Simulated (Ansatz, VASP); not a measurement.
## One calculation of Ca, two programs

Contents of INCAR:

```
  PREC = Accurate
  ENCUT = 520
  EDIFF = 1E-7
  ISMEAR = -1
  SIGMA = 0.05
  LREAL = F
  LASPH = T
  NELM = 100
  ALGO = Normal
  ISIF = 2
  LWAVE = F
  LCHARG = F
  GGA = PS
  NBANDS = 11
```

KPOINTS

```
Automatic mesh
0
Gamma
  11 11 11
```

Contents of POSCAR:

```
Ca
1.0
    0.0000000000      2.8221420000      2.7942000000
    2.8221420000      0.0000000000      2.7942000000
    2.8221420000      2.8221420000      0.0000000000
Ca
1
Direct
    0.0000000000      0.0000000000      0.0000000000
```

Input for Ansatz:

```yaml
crystal:
  lattice:
    - [0.0, 2.822142, 2.7942]
    - [2.822142, 0.0, 2.7942]
    - [2.822142, 2.822142, 0.0]
  atoms:
    - { symbol: Ca, position: [0.0, 0.0, 0.0] }
kpoints:
  mp_grid: { grid: [11, 11, 11] }
  band_path:
    path:
      - [0.0, 0.0, 0.0]
      - [0.0, 0.5, 0.5]
      - [0.25, 0.75, 0.5]
      - [0.0, 0.5, 0.0]
      - [0.0, 0.0, 0.0]
      - [0.5, 0.5, 0.0]
      - [0.3775125, 0.6224875, 0.0]
      - [-0.3775125, 0.3775125, 0.0]
      - [0.0, 0.0, 0.0]
    npoints: 5
scf:
  occupations: { method: fermi_dirac, width: 0.05 }
hamiltonian:
  xc: pbesol
  pseudopotentials: { kind: all_electron, lapw: { basis_error: 0.001 } }
output:
  forces: true
  stress: true
  eigenvalues: true
```

Change from the starting cell: equal xx and yy strain of +1 %.

Alike in both runs: task single point; functional PBEsol; k mesh 11 × 11 × 11; occupations fermi-dirac, width 0.05 eV; no spin polarisation.

|  | VASP | Ansatz |
| --- | --- | --- |
| version | VASP 6.6.1 | Ansatz 0.2.0 |
| potentials or method | VASP PAW PBE potentials, release 64 (Ca_sv), cutoff 520 eV | all-electron LAPW, scalar-relativistic |

```tsv
	VASP	Ansatz	Ansatz less VASP
pressure (GPa)	-1.4	-1.4	-0.01
```

VASP's potentials were made for PBE, not for PBEsol. Ansatz ran all-electron here, and VASP with PAW potentials.
